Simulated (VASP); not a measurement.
# SiB2 (P-62m) in VASP: further runs

The runs below take SiB2 through single point, relaxation of cell and atoms, with PBE.

Everything below comes from runs of VASP 6.6.1. Logs are shortened: lines on timing, memory, paths and dates and some standing lists are left out, and cuts for length are marked.

**1. The cell of the first run**

Symmetry: P-62m, No. 189, hexagonal system. The conventional cell has a = 4.928 Å, b = 4.928 Å, c = 2.737 Å, α = 90.00°, β = 90.00°, γ = 120.00°. Within 3.2 Å of Si (site symmetry -6) lie 9 B at 2.40 to 2.85 Å and 5 Si at 2.74 to 2.85 Å. B (site symmetry m2m) has 4 B at 1.75 to 1.90 Å within 2.3 Å. B (site symmetry -62m) has 6 B at 1.75 Å within 2.3 Å.

The cell was generated, and may not be a known phase.

**2. Single point, PBE**

File INCAR:

```
PREC = Accurate
ENCUT = 520
EDIFF = 1E-6
ISMEAR = 0
SIGMA = 0.1
LREAL = False
LASPH = True
NELM = 100
ALGO = Normal
ISIF = 2
LWAVE = False
LCHARG = False
GGA = PE
NBANDS = 19
```

File KPOINTS:

```
regular mesh
0
Gamma
  12 12 14
```

File POSCAR:

```
SiB2
1.0
    4.9276913132      0.0000000000      0.0000000000
   -2.4638456566      4.2675058592      0.0000000000
    0.0000000000      0.0000000000      2.7368070127
Si B
2 4
Direct
    0.6666666667      0.3333333333      0.5000000000
    0.3333333333      0.6666666667      0.5000000000
    0.2227574109      0.2227574109      0.0000000000
    0.0000000000      0.7772425891      0.0000000000
    0.7772425891      0.0000000000      0.0000000000
    0.0000000000      0.0000000000      0.5000000000
```

Potentials or basis: VASP PAW PBE potentials, release 64 (Si, B).

The run is started by

```bash
cat potpaw_PBE.64/Si/POTCAR potpaw_PBE.64/B/POTCAR > POTCAR
mpirun -np 1 vasp_std > vasp.out
```

OUTCAR:

```text
PREC = Accurate
   ENCUT = 520
   EDIFF = 1E-6
   ISMEAR = 0
   LREAL = False
   LASPH = True
   NELM = 100
   ISIF = 2
   GGA = PE

 ion  position               nearest neighbor table
   1  0.667  0.333  0.500-   5 2.40   5 2.40   4 2.40   4 2.40   3 2.40   3 2.40   2 2.85   2 2.85
                             2 2.85
   2  0.333  0.667  0.500-   4 2.40   4 2.40   5 2.40   5 2.40   3 2.40   3 2.40   1 2.85   1 2.85
                             1 2.85
   3  0.223  0.223  0.000-   6 1.75   6 1.75   4 1.90   5 1.90   2 2.40   2 2.40   1 2.40   1 2.40

   4  0.000  0.777  0.000-   6 1.75   6 1.75   3 1.90   5 1.90   2 2.40   2 2.40   1 2.40   1 2.40

   5  0.777  0.000  0.000-   6 1.75   6 1.75   3 1.90   4 1.90   1 2.40   1 2.40   2 2.40   2 2.40

   6  0.000  0.000  0.500-   3 1.75   4 1.75   3 1.75   4 1.75   5 1.75   5 1.75

  LATTYP: Found a hexagonal cell.
 ALAT       =     4.9276913132
 C/A-ratio  =     0.5553933554

  Lattice vectors:

 A1 = (   4.9276913132,   0.0000000000,   0.0000000000)
 A2 = (  -2.4638456566,   4.2675058592,   0.0000000000)
 A3 = (   0.0000000000,   0.0000000000,   2.7368070127)

Analysis of symmetry for initial positions (statically):
=====================================================================
 Subroutine PRICEL returns:
 Original cell was already a primitive cell.

 Routine SETGRP: Setting up the symmetry group for a
 hexagonal supercell.

 Subroutine GETGRP returns: Found 12 space group operations
 (whereof 12 operations were pure point group operations)
 out of a pool of 24 trial point group operations.

The static configuration has the point symmetry D_3h.

Analysis of symmetry for dynamics (positions and initial velocities):
=====================================================================
 Subroutine PRICEL returns:
 Original cell was already a primitive cell.

 Routine SETGRP: Setting up the symmetry group for a
 hexagonal supercell.

 Subroutine GETGRP returns: Found 12 space group operations
 (whereof 12 operations were pure point group operations)
 out of a pool of 24 trial point group operations.

The dynamic configuration has the point symmetry D_3h.

 Subroutine INISYM returns: Found 12 space group operations
 (whereof 12 operations are pure point group operations),
 and found     1 'primitive' translations

----------------------------------------------------------------------------------------

                                     Primitive cell

  volume of cell :      57.5522

  direct lattice vectors                    reciprocal lattice vectors
     4.927691313  0.000000000  0.000000000     0.202934790  0.117164455  0.000000000
    -2.463845657  4.267505859  0.000000000     0.000000000  0.234328911  0.000000000
     0.000000000  0.000000000  2.736807013     0.000000000  0.000000000  0.365389301

  length of vectors
     4.927691313  4.927691313  2.736807013     0.234328911  0.234328911  0.365389301

  position of ions in fractional coordinates (direct lattice)
     0.666666667  0.333333333  0.500000000
     0.333333333  0.666666667  0.500000000
     0.222757411  0.222757411  0.000000000
     0.000000000  0.777242589  0.000000000
     0.777242589  0.000000000  0.000000000
     0.000000000  0.000000000  0.500000000

  ion indices of the primitive-cell ions
   primitive index   ion index
                 1           1
                 2           2
                 3           3
                 4           4
                 5           5
                 6           6

----------------------------------------------------------------------------------------

 KPOINTS: regular mesh

Automatic generation of k-mesh.
 Grid dimensions read from file:
 generate k-points for:   12   12   14

 Generating k-lattice:

  Cartesian coordinates                     Fractional coordinates (reciprocal lattice)
     0.016911232  0.009763705  0.000000000     0.083333333 -0.000000000  0.000000000
     0.000000000  0.019527409  0.000000000     0.000000000  0.083333333  0.000000000
     0.000000000  0.000000000  0.026099236     0.000000000  0.000000000  0.071428571

  Length of vectors
     0.019527409  0.019527409  0.026099236

  Shift w.r.t. Gamma in fractional coordinates (k-lattice)
     0.000000000  0.000000000  0.000000000

 Subroutine IBZKPT returns following result:
 ===========================================

 Found    152 irreducible k-points:

 Following reciprocal coordinates:
            Coordinates               Weight
  0.000000  0.000000  0.000000      1.000000
  0.083333 -0.000000  0.000000      6.000000
  0.166667  0.000000  0.000000      6.000000
  0.250000  0.000000  0.000000      6.000000
  0.333333 -0.000000  0.000000      6.000000
  0.416667  0.000000  0.000000      6.000000
[... 16 lines left out ...]
  0.250000  0.000000  0.071429     12.000000
  0.333333 -0.000000  0.071429     12.000000
 [... further k-points ...]
   k-points           NKPTS =    152   k-points in BZ     NKDIM =    152   number of bands    NBANDS=     19
   number of dos      NEDOS =    301   number of ions     NIONS =      6
   total plane-waves  NPLWV =  32000
   dimension x,y,z NGX =    40 NGY =   40 NGZ =   20
   dimension x,y,z NGXF=    80 NGYF=   80 NGZF=   40
   ions per type =               2   4
   NGX,Y,Z   is equivalent  to a cutoff of  13.49, 13.49, 12.15 a.u.
   NGXF,Y,Z  is equivalent  to a cutoff of  26.99, 26.99, 24.30 a.u.
 SYSTEM =  unknown system
   PREC   = accura    normal or accurate (medium, high low for compatibility)
   ISTART =      0    job   : 0-new  1-cont  2-samecut
   ICHARG =      2    charge: 1-file 2-atom 10-const
   ISPIN  =      1    spin polarized calculation?
   LNONCOLLINEAR =      F non collinear calculations
   LSORBIT =      F    spin-orbit coupling
   LASPH  =      T    aspherical Exc in radial PAW
   ENCUT  =  520.0 eV  38.22 Ry    6.18 a.u.   9.16  9.16  5.09*2*pi/ulx,y,z
   NELM   =    100;   NELMIN=  2; NELMDL= -5     # of ELM steps
   EDIFF  = 0.1E-05   stopping-criterion for ELM
   LREAL  =      F    real-space projection
   EDIFFG = 0.1E-04   stopping-criterion for IOM
   NSW    =      0    number of steps for IOM
   IBRION =     -1    ionic relax: 0-MD 1-quasi-New 2-CG
   NFREE  =      0    steps in history (QN), initial steepest desc. (CG)
   ISIF   =      2    stress and relaxation
   ISYM   =      2    0-nonsym 1-usesym 2-fastsym
   POTIM  = 0.5000    time-step for ionic-motion
   TEBEG  =    0.0;   TEEND  =   0.0 temperature during run
   PSTRESS=    0.0 pullay stress
   NELECT =      20.0000    total number of electrons
   NUPDOWN=      -1.0000    fix difference up-down
   EMIN   =  10.00;   EMAX   =-10.00  energy-range for DOS
   EFERMI =   0.00;   METHOD = LEGACY
   ISMEAR =     0;   SIGMA  =   0.10  broadening in eV -4-tet -1-fermi 0-gaus
   EFERMI_NEDOS =   21; number of points for ismear=-14 and -15
   IALGO  =     38    algorithm
   IMIX   =      4    mixing-type and parameters
     AMIX     =   0.40;   BMIX     =  1.00
     AMIX_MAG =   1.60;   BMIX_MAG =  1.00
  volume/ion in A,a.u.               =       9.59        64.73
  Fermi-wavevector in a.u.,A,eV,Ry     =   1.150971  2.175019 18.024091  1.324733
  Thomas-Fermi vector in A             =   2.287631
   LORBIT       =      0    0 simple, 1 ext, 2 COOP (PROOUT), +10 PAW based schemes
   GGA     = PE    functional components
   LHFCALC =     F    Hartree Fock is set to
   AEXX    =    0.0000 exact exchange contribution
   IVDW    =     0    specifies the selected vdW correction
   LEPSILON=     F    determine dielectric tensor
   LRPA    =     F    only Hartree local field effects (RPA)
 non-spin polarized calculation
 Gauss-broadening in eV      SIGMA  =   0.10
  energy-cutoff  :      520.00
  volume of cell :       57.55
 maximum number of plane-waves:      1572
 NGX is ok and might be reduce to    40
   NGX = 19   NGY = 19   NGZ = 11

 number of electron      19.9999999 magnetization

 Free energy of the ion-electron system (eV)
  ---------------------------------------------------
  ext. energy  EPLUGINS =         0.00000000
  ---------------------------------------------------
  free energy    TOTEN  =       -32.32147769 eV

  energy without entropy =      -32.31246265  energy(sigma->0) =      -32.31697017

 E-fermi :   8.4067     XC(G=0): -11.5547

 val. band max:        8.3903712526   @ k =   0.1667   0.0000   0.2857
 cond. band min:       8.4081972298   @ k =   0.2500   0.0833   0.2143
 fundamental gap:      0.0178259772
 Fermi energy:         8.4066663008

 k-point     1 :       0.0000    0.0000    0.0000
  band No.  band energies     occupation
      1      -7.3326      2.00000
      2      -2.1451      2.00000
      3      -0.0207      2.00000
      4      -0.0207      2.00000
      5       1.2521      2.00000
      6       2.0973      2.00000
[... 11 lines left out ...]
     18      17.3458      0.00000
     19      18.6632      0.00000

 k-point     2 :       0.0833   -0.0000    0.0000
  band No.  band energies     occupation
      1      -7.2963      2.00000
      2      -2.3255      2.00000
      3      -0.1461      2.00000
      4       0.0448      2.00000
      5       0.8918      2.00000
      6       2.2898      2.00000
[... 11 lines left out ...]
     18      17.2946      0.00000
     19      18.1441      0.00000

 k-point     3 :       0.1667    0.0000    0.0000
  band No.  band energies     occupation
      1      -7.1904      2.00000
      2      -2.7429      2.00000
      3      -0.4756      2.00000
      4      -0.1879      2.00000
      5       1.0847      2.00000
      6       2.7766      2.00000
[... 11 lines left out ...]
     18      16.9667      0.00000
     19      17.1966      0.00000

 k-point     4 :       0.2500    0.0000    0.0000
  band No.  band energies     occupation
      1      -7.0263      2.00000
      2      -3.2373      2.00000
      3      -0.9023      2.00000
      4      -0.4858      2.00000
      5       1.7477      2.00000
      6       3.4255      2.00000
[... 11 lines left out ...]
     18      15.7059      0.00000
     19      17.1974      0.00000

 k-point     5 :       0.3333   -0.0000    0.0000
  band No.  band energies     occupation
      1      -6.8296      2.00000
      2      -3.7092      2.00000
      3      -1.2494      2.00000
      4      -0.6960      2.00000
      5       2.5601      2.00000
      6       4.1311      2.00000
[... 11 lines left out ...]
     18      16.0242      0.00000
     19      17.2270      0.00000

 k-point     6 :       0.4167    0.0000    0.0000
  band No.  band energies     occupation
      1      -6.6524      2.00000
      2      -4.0664      2.00000
      3      -1.4602      2.00000
      4      -0.8235      2.00000
      5       3.4283      2.00000
      6       4.6665      2.00000
[... 11 lines left out ...]
     18      16.1066      0.00000
     19      16.9707      0.00000

 k-point     7 :       0.5000    0.0000    0.0000
  band No.  band energies     occupation
      1      -6.5767      2.00000
      2      -4.2046      2.00000
      3      -1.5301      2.00000
      4      -0.8664      2.00000
      5       4.0484      2.00000
      6       4.5965      2.00000
[... 11 lines left out ...]
     18      16.1149      0.00000
     19      16.8795      0.00000

 k-point     8 :       0.0833    0.0833    0.0000
  band No.  band energies     occupation
      1      -7.2251      2.00000
      2      -2.6127      2.00000
      3      -0.5648      2.00000
      4       0.2777      2.00000
      5       0.7385      2.00000
      6       2.6752      2.00000
[... 256 lines left out ...]
 k-point    20 :       0.0000    0.0000    0.0714
  band No.  band energies     occupation
      1      -7.2540      2.00000
      2      -2.0784      2.00000
      3       0.0577      2.00000
      4       0.0577      2.00000
      5       1.3489      2.00000
      6       2.1902      2.00000
[... 11 lines left out ...]
     18      16.2145      0.00000
     19      18.9324      0.00000

 k-point    21 :       0.0833   -0.0000    0.0714
  band No.  band energies     occupation
      1      -7.2179      2.00000
      2      -2.2555      2.00000
      3      -0.0668      2.00000
      4       0.1219      2.00000
      5       0.9857      2.00000
      6       2.3819      2.00000
[... 11 lines left out ...]
     18      16.1979      0.00000
     19      18.2782      0.00000

 k-point    22 :       0.1667    0.0000    0.0714
  band No.  band energies     occupation
      1      -7.1128      2.00000
      2      -2.6671      2.00000
      3      -0.3937      2.00000
      4      -0.1040      2.00000
      5       1.1618      2.00000
      6       2.8670      2.00000
[... 11 lines left out ...]
     18      16.2349      0.00000
     19      17.2331      0.00000

 k-point    23 :       0.2500    0.0000    0.0714
  band No.  band energies     occupation
      1      -6.9501      2.00000
      2      -3.1557      2.00000
      3      -0.8175      2.00000
      4      -0.4014      2.00000
      5       1.8095      2.00000
      6       3.5141      2.00000
[... 11 lines left out ...]
     18      16.1954      0.00000
     19      16.7338      0.00000

 k-point    24 :       0.3333   -0.0000    0.0714
  band No.  band energies     occupation
      1      -6.7555      2.00000
      2      -3.6224      2.00000
      3      -1.1639      2.00000
      4      -0.6115      2.00000
      5       2.5999      2.00000
      6       4.2119      2.00000
[... 11 lines left out ...]
     18      16.4784      0.00000
     19      17.0131      0.00000

 [... further k-points ...]
[... 5 lines left out ...]
  --------------------------------------------------------------------------------------
  -------------------------------------------------------------------------------------
  Total       -0.0021184     -0.0021184      0.0116700      0.0000000      0.0000000      0.0000000
  in kB       -0.0589736     -0.0589736      0.3248787      0.0000000      0.0000000      0.0000000
  external PRESSURE =       0.0689772 kB  Pullay stress =       0.0000000 kB

 VOLUME and BASIS-vectors are now :
 -----------------------------------------------------------------------------
  energy-cutoff  :      520.00
  volume of cell :       57.55
      direct lattice vectors                 reciprocal lattice vectors
     4.927691313  0.000000000  0.000000000     0.202934790  0.117164455  0.000000000
    -2.463845657  4.267505859  0.000000000     0.000000000  0.234328911  0.000000000
     0.000000000  0.000000000  2.736807013     0.000000000  0.000000000  0.365389301

 POSITION                                       TOTAL-FORCE (eV/Angst)
 -----------------------------------------------------------------------------------
      2.46385      1.42250      1.36840         0.000000     -0.000000     -0.000000
     -0.00000      2.84500      1.36840         0.000000     -0.000000     -0.000000
      0.54884      0.95062      0.00000         0.002303      0.003989      0.000000
     -1.91501      3.31689      0.00000         0.002303     -0.003989     -0.000000
      3.83001      0.00000      0.00000        -0.004606      0.000000      0.000000
      0.00000      0.00000      1.36840         0.000000      0.000000     -0.000000
 -----------------------------------------------------------------------------------
    total drift:                               -0.000000     -0.000000     -0.000000

  FREE ENERGIE OF THE ION-ELECTRON SYSTEM (eV)
  ---------------------------------------------------
  free  energy   TOTEN  =       -32.3214776928 eV

  energy  without entropy=      -32.3124626521  energy(sigma->0) =      -32.31697017
```

It took 84 s on 1 thread of Intel Xeon Platinum 8259CL at 2.50GHz (Skylake/Cascade Lake), shared host; peak memory 0.26 GiB.

Results:

```yaml
Free_energy: -32.3215 eV
Pressure: 0.0 GPa
Largest_force: 0.005 eV/Å
Band_gap_on_the_k_mesh: zero (bands 10 and 11 overlap by 5.99 eV)
```

Forces on the atoms (eV/Å):
```
Si   0.000  0.000  0.000
Si   0.000  0.000  0.000
B    0.002  0.004  0.000
B    0.002 -0.004  0.000
B   -0.005  0.000  0.000
B    0.000  0.000  0.000
```

**3. Relaxation of cell and atoms, PBE**

This run uses another cell than the first one, of 9.44 Å³/atom.

File INCAR:

```
PREC = Accurate ; ENCUT = 600
EDIFF = 1E-6 ; ISMEAR = 0
SIGMA = 0.1 ; LREAL = False
LASPH = True ; NELM = 60
ALGO = Normal ; ISIF = 3
LWAVE = False ; LCHARG = False
GGA = PE ; IBRION = 2
NSW = 100 ; EDIFFG = -0.01
```

KPOINTS is that of step 2.

File POSCAR:

```
SiB2
1.0
    4.8364835159      0.0000000000      0.0000000000
   -2.4182417580      4.1885175898      0.0000000000
    0.0000000000      0.0000000000      2.7972293134
Si B
2 4
Direct
    0.6666666667      0.3333333333      0.5000000000
    0.3333333333      0.6666666667      0.5000000000
    0.2256133936      0.2256133936      0.0000000000
    0.0000000000      0.7743866064      0.0000000000
    0.7743866064      0.0000000000      0.0000000000
    0.0000000000      0.0000000000      0.5000000000
```

Potentials or basis: VASP PAW PBE potentials, release 64 (Si, B).

The run is started by

```bash
cat potpaw_PBE.64/Si/POTCAR potpaw_PBE.64/B/POTCAR > POTCAR
mpirun -np 1 vasp_std > vasp.out
```

Run time: 7.3 min. Hardware: 1 thread of Intel Xeon Platinum 8259CL at 2.50GHz (Skylake/Cascade Lake), shared host; peak memory 0.28 GiB.

It converged, with:

```
Free energy                           : -32.3243 eV
Relaxed volume                        : 9.58 Å³/atom
Relaxed cell                          : a = 4.925 Å, b = 4.925 Å, c = 2.737 Å, α = 90.00°, β = 90.00°, γ = 120.00°
Space group after relaxing (to 0.1 Å) : P-62m (No. 189)
Energy gained by relaxing             : 6.3 meV/atom
Ionic steps                           : 11
Pressure after relaxing               : 0.1 GPa
```

Stress tensor (GPa, compression positive):
```
 0.10  0.00  0.00
 0.00  0.10  0.00
 0.00  0.00 -0.04
```

The path:
```csv
step,energy change (eV),largest force (eV/Å),pressure (GPa),volume (Å³)
1,0.0000,0.0212,-0.06,56.67
2,-0.0151,0.0613,0.41,56.63
3,-0.0152,0.1729,2.34,56.49
4,-0.0294,0.1294,1.21,56.58
5,-0.0300,0.1444,1.48,56.56
6,-0.0330,0.1402,0.07,57.46
7,-0.0338,0.1415,0.49,57.18
8,-0.0376,0.0288,-0.29,57.60
9,-0.0377,0.0376,-0.24,57.56
10,-0.0378,0.0226,0.24,57.45
11,-0.0378,0.0010,0.05,57.50
```

Final structure:
```cif
data_structure
_symmetry_space_group_name_H-M 'P 1'
_symmetry_Int_Tables_number 1
_cell_length_a 4.9248
_cell_length_b 4.9248
_cell_length_c 2.7374
_cell_angle_alpha 90.000
_cell_angle_beta 90.000
_cell_angle_gamma 120.000
_cell_volume 57.50
loop_
_atom_site_label
_atom_site_type_symbol
_atom_site_fract_x
_atom_site_fract_y
_atom_site_fract_z
_atom_site_occupancy
Si1 Si 0.66667 0.33333 0.50000 1
Si2 Si 0.33333 0.66667 0.50000 1
B1 B 0.22293 0.22293 0.00000 1
B2 B 0.00000 0.77707 0.00000 1
B3 B 0.77707 0.00000 0.00000 1
B4 B 0.00000 0.00000 0.50000 1
```

Levels at points of the mesh, in eV from the Fermi level:
| k point | band 8 | band 9 | band 10 | band 11 | band 12 | band 13 |
| --- | --- | --- | --- | --- | --- | --- |
| (0.00, 0.00, 0.00) | -3.24 | 3.39 | 3.39 | 4.34 | 4.63 | 4.63 |
| (0.50, 0.00, 0.00) | -2.14 | -1.21 | 0.55 | 2.99 | 3.05 | 4.19 |
| (0.00, 0.00, 0.50) | -3.62 | -2.95 | -1.99 | -1.96 | -1.96 | -1.44 |
| (0.50, 0.00, 0.50) | -4.32 | -1.04 | -0.39 | -0.25 | 1.59 | 2.46 |

Caveat: the highest band is partly filled, so the run has too few bands.
